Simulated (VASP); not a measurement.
# Li3Zn (Fm-3m) in VASP: single point with LDA

Aim: the single point of Li3Zn with LDA.

Everything below comes from runs of VASP 6.6.1. Logs are shortened: lines on timing, memory, paths and dates and some standing lists are left out, and cuts for length are marked.

### 1 The cell of the first run

It takes space group Fm-3m (No. 225, cubic). Conventional cell: a = 6.344 Å, b = 6.344 Å, c = 6.344 Å, α = 90.00°, β = 90.00°, γ = 90.00°. Li (site symmetry -43m) has 10 Li at 2.75 to 3.17 Å and 4 Zn at 2.75 Å within 3.6 Å. Li (site symmetry m-3m) has 8 Li at 2.75 Å and 6 Zn at 3.17 Å within 3.6 Å. Within 3.6 Å of Zn (site symmetry m-3m) lie 14 Li at 2.75 to 3.17 Å.

### 2 Single point, LDA

INCAR reads:

```
ALGO = Normal
EDIFF = 1E-6
ENCUT = 520
ISIF = 2
ISMEAR = -1
LASPH = True
LCHARG = True
LELF = True
LREAL = False
LVHAR = True
LWAVE = False
NBANDS = 18
NELM = 60
PREC = Accurate
SIGMA = 0.1
```

KPOINTS reads:

```
k-points
0
Gamma
  6 6 6
```

POSCAR reads:

```
Li3Zn
1.0
    0.0000000000      3.1718610000      3.1718610000
    3.1718610000      0.0000000000      3.1718610000
    3.1718610000      3.1718610000      0.0000000000
Li Zn
3 1
Direct
    0.2500000000      0.2500000000      0.2500000000
    0.7500000000      0.7500000000      0.7500000000
    0.5000000000      0.5000000000      0.5000000000
    0.0000000000      0.0000000000      0.0000000000
```

Potentials or basis: VASP PAW LDA potentials, release 64 (Li_sv, Zn).

On the command line:

```
$ cat potpaw_LDA.64/Li_sv/POTCAR potpaw_LDA.64/Zn/POTCAR > POTCAR
$ mpirun -np 1 vasp_std > vasp.out
```

OUTCAR:

```text
EDIFF = 1E-6
   ENCUT = 520
   ISIF = 2
   ISMEAR = -1
   LASPH = True
   LREAL = False
   NELM = 60
   PREC = Accurate

 ion  position               nearest neighbor table
   1  0.250  0.250  0.250-   4 2.75   4 2.75   4 2.75   4 2.75
   2  0.750  0.750  0.750-   4 2.75   4 2.75   4 2.75   4 2.75
   3  0.500  0.500  0.500-
   4  0.000  0.000  0.000-   2 2.75   2 2.75   2 2.75   1 2.75   2 2.75   1 2.75   1 2.75   1 2.75

  LATTYP: Found a face centered cubic cell.
 ALAT       =     6.3437220000

  Lattice vectors:

 A1 = (   0.0000000000,   3.1718610000,   3.1718610000)
 A2 = (   3.1718610000,   0.0000000000,   3.1718610000)
 A3 = (   3.1718610000,   3.1718610000,   0.0000000000)

Analysis of symmetry for initial positions (statically):
=====================================================================
 Subroutine PRICEL returns:
 Original cell was already a primitive cell.

 Routine SETGRP: Setting up the symmetry group for a
 face centered cubic supercell.

 Subroutine GETGRP returns: Found 48 space group operations
 (whereof 48 operations were pure point group operations)
 out of a pool of 48 trial point group operations.

The static configuration has the point symmetry O_h .

Analysis of symmetry for dynamics (positions and initial velocities):
=====================================================================
 Subroutine PRICEL returns:
 Original cell was already a primitive cell.

 Routine SETGRP: Setting up the symmetry group for a
 face centered cubic supercell.

 Subroutine GETGRP returns: Found 48 space group operations
 (whereof 48 operations were pure point group operations)
 out of a pool of 48 trial point group operations.

The dynamic configuration has the point symmetry O_h .

 Subroutine INISYM returns: Found 48 space group operations
 (whereof 48 operations are pure point group operations),
 and found     1 'primitive' translations

----------------------------------------------------------------------------------------

                                     Primitive cell

  volume of cell :      63.8223

  direct lattice vectors                    reciprocal lattice vectors
     0.000000000  3.171861000  3.171861000    -0.157636164  0.157636164  0.157636164
     3.171861000  0.000000000  3.171861000     0.157636164 -0.157636164  0.157636164
     3.171861000  3.171861000  0.000000000     0.157636164  0.157636164 -0.157636164

  length of vectors
     4.485688844  4.485688844  4.485688844     0.273033845  0.273033845  0.273033845

[... 77 lines left out ...]
   EDIFFG = 0.1E-04   stopping-criterion for IOM
   NSW    =      0    number of steps for IOM
   IBRION =     -1    ionic relax: 0-MD 1-quasi-New 2-CG
   NFREE  =      0    steps in history (QN), initial steepest desc. (CG)
   ISIF   =      2    stress and relaxation
   ISYM   =      2    0-nonsym 1-usesym 2-fastsym
   POTIM  = 0.5000    time-step for ionic-motion
   TEBEG  =    0.0;   TEEND  =   0.0 temperature during run
   PSTRESS=    0.0 pullay stress
   NELECT =      21.0000    total number of electrons
   NUPDOWN=      -1.0000    fix difference up-down
   EMIN   =  10.00;   EMAX   =-10.00  energy-range for DOS
   EFERMI =   0.00;   METHOD = LEGACY
   ISMEAR =    -1;   SIGMA  =   0.10  broadening in eV -4-tet -1-fermi 0-gaus
   EFERMI_NEDOS =   21; number of points for ismear=-14 and -15
   IALGO  =     38    algorithm
   IMIX   =      4    mixing-type and parameters
     AMIX     =   0.40;   BMIX     =  1.00
     AMIX_MAG =   1.60;   BMIX_MAG =  1.00
  volume/ion in A,a.u.               =      15.96       107.67
  Fermi-wavevector in a.u.,A,eV,Ry     =   1.130205  2.135777 17.379575  1.277363
  Thomas-Fermi vector in A             =   2.266900
   LORBIT       =      0    0 simple, 1 ext, 2 COOP (PROOUT), +10 PAW based schemes
   GGA     = CA    functional components
   LHFCALC =     F    Hartree Fock is set to
   AEXX    =    0.0000 exact exchange contribution
   IVDW    =     0    specifies the selected vdW correction
   LEPSILON=     F    determine dielectric tensor
   LRPA    =     F    only Hartree local field effects (RPA)
 non-spin polarized calculation
  energy-cutoff  :      520.00
  volume of cell :       63.82
 maximum number of plane-waves:      1759
 NGX is ok and might be reduce to    36
   NGX = 17   NGY = 17   NGZ = 17

 number of electron      20.9999976 magnetization

 Free energy of the ion-electron system (eV)
  ---------------------------------------------------
  ext. energy  EPLUGINS =         0.00000000
  ---------------------------------------------------
  free energy    TOTEN  =        -8.42046001 eV

  energy without entropy =       -8.36477185  energy(sigma->0) =       -8.39261593

 E-fermi :   1.3877     XC(G=0):  -8.7714

 val. band max:        1.2887155692   @ k =   0.3333   0.3333   0.0000
 cond. band min:       1.4225021463   @ k =  -0.3333   0.3333   0.1667
 fundamental gap:      0.1337865771
 Fermi energy:         1.3877308034

 k-point     1 :       0.0000    0.0000    0.0000
  band No.  band energies     occupation
      1     -43.9553      2.00000
      2     -43.5883      2.00000
      3     -43.5766      2.00000
      4      -5.6642      2.00000
      5      -5.6642      2.00000
      6      -5.6642      2.00000
[... 313 lines left out ...]
      5      -5.6462      2.00000
      6      -5.6195      2.00000
[... 10 lines left out ...]
     17      11.4467      0.00000
     18      11.7467      0.00000

------------------------ aborting loop because EDIFF is reached ----------------------------------------

  FORCE on cell =-STRESS in cart. coord.  units (eV):
  Direction    XX          YY          ZZ          XY          YZ          ZX
  --------------------------------------------------------------------------------------
  -------------------------------------------------------------------------------------
  Total       -0.7216167     -0.7216167     -0.7216167     -0.0000000      0.0000000     -0.0000000
  in kB      -18.1152664    -18.1152664    -18.1152664     -0.0000000      0.0000000     -0.0000000
  external PRESSURE =     -18.1152664 kB  Pullay stress =       0.0000000 kB

 VOLUME and BASIS-vectors are now :
 -----------------------------------------------------------------------------
  energy-cutoff  :      520.00
  volume of cell :       63.82
      direct lattice vectors                 reciprocal lattice vectors
     0.000000000  3.171861000  3.171861000    -0.157636164  0.157636164  0.157636164
     3.171861000  0.000000000  3.171861000     0.157636164 -0.157636164  0.157636164
     3.171861000  3.171861000  0.000000000     0.157636164  0.157636164 -0.157636164

 POSITION                                       TOTAL-FORCE (eV/Angst)
 -----------------------------------------------------------------------------------
      1.58593      1.58593      1.58593        -0.000000     -0.000000      0.000000
      4.75779      4.75779      4.75779         0.000000      0.000000      0.000000
      3.17186      3.17186      3.17186        -0.000000     -0.000000     -0.000000
      0.00000      0.00000      0.00000        -0.000000     -0.000000     -0.000000
 -----------------------------------------------------------------------------------
    total drift:                               -0.000000      0.000000      0.000000

  FREE ENERGIE OF THE ION-ELECTRON SYSTEM (eV)
  ---------------------------------------------------
  free  energy   TOTEN  =        -8.4204600119 eV

  energy  without entropy=       -8.3647718465  energy(sigma->0) =       -8.39261593
```

Wall time 19 s (1 thread of Intel Xeon Platinum 8259CL at 2.50GHz (Skylake/Cascade Lake), shared host); peak memory 0.17 GiB.

What came out:

* Free energy: -8.4205 eV
* Band gap on the k mesh: zero (an odd number of electrons rules out a gap without spin polarisation)

Caveat: the cutoff is under 1.25 times the usual one of these potentials, so pressure, stress and relaxed cells hold a basis-set (Pulay) error.
